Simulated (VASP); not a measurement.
Input of a VASP 6.6.1 run:

File INCAR:

```
SYSTEM = C
PREC = Accurate ; ENCUT = 520
EDIFF = 1E-7 ; ISMEAR = 0
SIGMA = 0.15 ; LREAL = .False.
LASPH = .True. ; NELM = 60
ALGO = Normal ; ISIF = 2
LWAVE = .False. ; LCHARG = .False.
GGA = PE ; IVDW = 12
NBANDS = 16
```

The input KPOINTS:

```
regular mesh
0
Gamma
  21 21 8
  0 0 0
```

The input POSCAR:

```
C
1.0
    2.5656837415      0.0000000000      0.0000000000
   -1.2828418708      2.2219472982      0.0000000000
    0.0000000000      0.0000000000      5.8489892256
C
4
Direct
    0.0000000000      0.0000000000      0.0025000000
    0.0000000000      0.0000000000      0.5025000000
    0.3333333333      0.6666666667      0.0025000000
    0.6666666667      0.3333333333      0.5025000000
```

Potentials or basis: VASP PAW PBE potentials, release 64 (C).

The run is started by

```sh
$ cat potpaw_PBE.64/C/POTCAR > POTCAR
$ mpirun -np 1 vasp_std > vasp.out
```

(1) Estimate the band gap on the k mesh.

(2) Estimate the pressure.

## Answers

(1) zero (bands 8 and 9 overlap by 0.13 eV).

(2) -29.7 GPa.

Caveat: the stress differs along the axes, from -50 to 10 GPa.
